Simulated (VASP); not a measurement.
Input of a VASP 6.6.1 run:

INCAR

```
  PREC = Accurate
  ENCUT = 520
  EDIFF = 1E-6
  ISMEAR = 0
  SIGMA = 0.1
  LREAL = False
  LASPH = True
  NELM = 60
  ALGO = Normal
  ISIF = 2
  LWAVE = False
  LCHARG = True
  GGA = PE
  LELF = True
  LVHAR = True
  NBANDS = 29
```

KPOINTS

```
regular mesh
0
Gamma
  6 6 6
```

POSCAR

```
SiAs3
1.0
    3.7132171286      2.1438269087      3.5270423270
   -3.7132171286      2.1438269087      3.5270423270
    0.0000000000     -4.2876538175      3.5270423270
Si As
2 6
Direct
    0.2701397600      0.2701397600      0.2701397600
    0.7298602400      0.7298602400      0.7298602400
    0.7738333394      0.2758794638      0.7738333394
    0.7738333394      0.7738333394      0.2758794638
    0.2758794638      0.7738333394      0.7738333394
    0.2261666606      0.7241205362      0.2261666606
    0.7241205362      0.2261666606      0.2261666606
    0.2261666606      0.2261666606      0.7241205362
```

Potentials or basis: VASP PAW PBE potentials, release 64 (Si, As).

Launch:

```console
$ cat potpaw_PBE.64/Si/POTCAR potpaw_PBE.64/As/POTCAR > POTCAR
$ mpirun -np 1 vasp_std > vasp.out
```

**Question.** What does it give for the pressure?

**Answer.** 0.2 GPa.

**Question.** What does it give for the band gap on the k mesh?

**Answer.** Zero (band 19 reaches 5.87 eV, above the bottom of band 20 at 4.26 eV).

Forces in eV/Å, atoms in the order of the input:
```
Si   0.000  0.000 -0.021
Si   0.000  0.000  0.021
As  -0.017  0.010 -0.044
As   0.000 -0.020 -0.044
As   0.017  0.010 -0.044
As   0.017 -0.010  0.044
As  -0.017 -0.010  0.044
As   0.000  0.020  0.044
```
